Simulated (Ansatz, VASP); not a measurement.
## One calculation of InSb, two programs

```
In Sb
1.0
     0.00000    3.23910    3.20671
     3.23910    0.00000    3.20671
     3.23910    3.23910    0.00000
In Sb
1 1
Cartesian
  0.0000 0.0000 0.0000
  4.8586 4.8586 4.8101
```

Change from the starting cell: strain -0.0100 x Voigt [0, 0, 1, 0, 0, 0], atoms carried along.

Alike in both runs: task single point; functional PBEsol; k mesh 12 × 12 × 12; occupations gaussian, width 0.15 eV; no spin polarisation.

|  | VASP | Ansatz |
| --- | --- | --- |
| version | VASP 6.6.1 | Ansatz 0.2.0 |
| potentials or method | VASP PAW PBE potentials, release 64 (In_d, Sb), cutoff 520 eV | scalar-relativistic, plane waves, PAW |
| valence electrons in the cell | 18 | 28 |

|  | VASP | Ansatz | Ansatz less VASP |
| --- | --- | --- | --- |
| pressure (GPa) | 1.3 | 1.3 | -0.02 |
| traceless stress, the component that is largest in VASP (GPa) | 0.18 | 0.18 | 0.000 |

VASP's potentials were made for PBE, not for PBEsol. VASP's potentials hold 18 valence electrons a cell and Ansatz's 28, so a difference there can come from the potentials and not from the codes.

Neither program's run includes spin-orbit coupling.
